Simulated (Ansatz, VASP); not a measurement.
**KMgF3 in VASP and in Ansatz**

```
K Mg F
1.0
     3.90235    0.00000    0.00000
     0.00000    3.90235    0.00000
     0.00000    0.00000    3.90235
K Mg F
1 1 3
Direct
  0.50000 0.50000 0.50000
  0.00000 0.00000 0.00000
  0.50000 0.00000 0.00000
  0.00000 0.50000 0.00000
  0.00000 0.00000 0.50000
```

Alike in both runs: functional r2SCAN; k mesh 8 × 8 × 8; occupations fermi-dirac, width 0.02 eV; no spin polarisation.

Ansatz relaxed the structure, and its values are those at the end. VASP's run is a single point on that final structure, the one shown.

```csv
,VASP,Ansatz
version,VASP 6.6.1,Ansatz 0.2.0
potentials or method,"VASP PAW PBE potentials, release 64 (K_sv, Mg, F), cutoff 520 eV",PAW plane waves
valence electrons in the cell,32,40
```

|  | VASP | Ansatz | Ansatz less VASP |
| --- | --- | --- | --- |
| gap on the k mesh at the Fermi level (eV) | 8.77 | 8.80 | +0.026 |
| pressure (GPa) | 4.7 | 5.5 | +0.82 |

VASP's potentials were made for PBE, not for r2SCAN. VASP's potentials hold 32 valence electrons a cell and Ansatz's 40, so a difference there can come from the potentials and not from the codes. Ansatz's warnings: stress scf threshold loose.
